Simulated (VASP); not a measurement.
Write the native input for VASP 6.6.1 that does the following.

```yaml
Task: single point
Functional: r2SCAN
Potentials_or_basis: VASP PAW PBE potentials, release 64 (Hf_pv, O)
Cutoff: 520 eV
k_mesh: 8 × 8 × 8
Occupations: gaussian, width 0.05 eV
Spin: no spin polarisation
Dipole_correction: no
Further_INCAR_settings: ALGO = Normal; EDIFF = 1e-06; NBANDS = 18
```

The system is HfO2.

```xyz
3
Lattice="0.0000 2.8390 2.0072 2.8390 0.0000 2.0072 2.8390 2.8390 0.0000" Properties=species:S:1:pos:R:3 pbc="T T T"
Hf    0.0000    0.0000    0.0000
O     1.4195    1.4195    1.0036
O     4.2585    4.2585    3.0108
```

This cell differs from its parent crystal: ratio of the length along z to the lengths across it x 0.707, volume and fractional coordinates fixed.

One way to write it, as run:

POSCAR

```
HfO2
1.0
    0.0000000000      2.8390301368      2.0071943067
    2.8390301368      0.0000000000      2.0071943067
    2.8390301368      2.8390301368      0.0000000000
Hf O
1 2
Direct
    0.0000000000      0.0000000000      0.0000000000
    0.2500000000      0.2500000000      0.2500000000
    0.7500000000      0.7500000000      0.7500000000
```

INCAR.step1

```
SYSTEM = HfO2
PREC = Accurate
ENCUT = 520
ISMEAR = 0
SIGMA = 0.05
LREAL = .False.
LASPH = .True.
NELM = 60
NBANDS = 18
GGA = PE
ALGO = Normal
EDIFF = 1E-4
LWAVE = .True.
LCHARG = .False.
```

INCAR.step2

```
SYSTEM = HfO2
PREC = Accurate
ENCUT = 520
EDIFF = 1E-6
ISMEAR = 0
SIGMA = 0.05
LREAL = .False.
LASPH = .True.
NELM = 60
ALGO = Normal
ISIF = 2
LWAVE = .False.
LCHARG = .False.
METAGGA = R2SCAN
LMIXTAU = .True.
NBANDS = 18
ISTART = 1
```

KPOINTS

```
Automatic mesh
0
Gamma
  8 8 8
  0 0 0
```

Potentials or basis: VASP PAW PBE potentials, release 64 (Hf_pv, O).

Run with:

```bash
$ cat potpaw_PBE.64/Hf_pv/POTCAR potpaw_PBE.64/O/POTCAR > POTCAR
$ cp INCAR.step1 INCAR
$ mpirun -np 1 vasp_std > vasp.out
$ cp INCAR.step2 INCAR
$ mpirun -np 1 vasp_std > vasp.out
```

Results of the run:

```yaml
Pressure: 2.7 GPa
Band_gap_on_the_k_mesh: zero (band 11 reaches 7.37 eV, above the bottom of band 12 at 6.73 eV)
```

Caveat: the PAW data sets were made with another functional, which shifts forces and pressure a little; spin-orbit coupling is left out, which moves the levels of the heavy elements.

Run time: 2.7 min on 1 thread of Intel(R) Xeon(R) Platinum 8488C (Sapphire Rapids) (shared host), peak memory 0.19 GiB.
